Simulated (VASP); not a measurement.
Wanted: the native input for a VASP 6.6.1 run.

* Task: single point
* Functional: LDA
* Potentials or basis: VASP PAW LDA potentials, release 64 (Sn_d, Te)
* Cutoff: 520 eV
* k mesh: 12 × 12 × 12
* Occupations: gaussian, width 0.15 eV
* Spin: no spin polarisation
* Dipole correction: no
* Further INCAR settings: ALGO = Normal; EDIFF = 1e-06; NBANDS = 17

The structure of SnTe lies in POSCAR:

```
SnTe
1.0
    3.6118475000      0.0000000000      0.0000000000
    0.0000000000      3.9047000000      0.0000000000
    0.0000000000      0.0000000000      3.9047000000
Sn Te
1 1
Direct
    0.0000000000      0.0000000000      0.0000000000
    0.5000000000      0.5000000000      0.5000000000
```

This cell differs from its parent crystal: strain -0.0750 x Voigt [1, 0, 0, 0, 0, 0].

These files were run (other wordings do the same):

INCAR

```
  ALGO = Normal
  EDIFF = 1E-6
  ENCUT = 520
  ISIF = 2
  ISMEAR = 0
  LASPH = True
  LCHARG = False
  LREAL = False
  LWAVE = False
  NBANDS = 17
  NELM = 100
  PREC = Accurate
  SIGMA = 0.15
```

KPOINTS

```
k-points
0
Gamma
  12 12 12
```

Potentials or basis: VASP PAW LDA potentials, release 64 (Sn_d, Te).

The run is started by

```bash
$ cat potpaw_LDA.64/Sn_d/POTCAR potpaw_LDA.64/Te/POTCAR > POTCAR
$ mpirun -np 1 vasp_std > vasp.out
```

It gave:

| Quantity | Value |
| --- | --- |
| Pressure | -0.9 GPa |
| Band gap on the k mesh | zero (bands 10 and 11 overlap by 2.69 eV) |

Caveat: the cell differs from its parent crystal (strain -0.0750 x Voigt [1, 0, 0, 0, 0, 0]); spin-orbit coupling is left out, which moves the levels of the heavy elements.

Wall time 58 s on 1 thread of AMD EPYC 9R45 96-Core Processor (Zen 5), with other jobs on the host, peak memory 0.26 GiB.
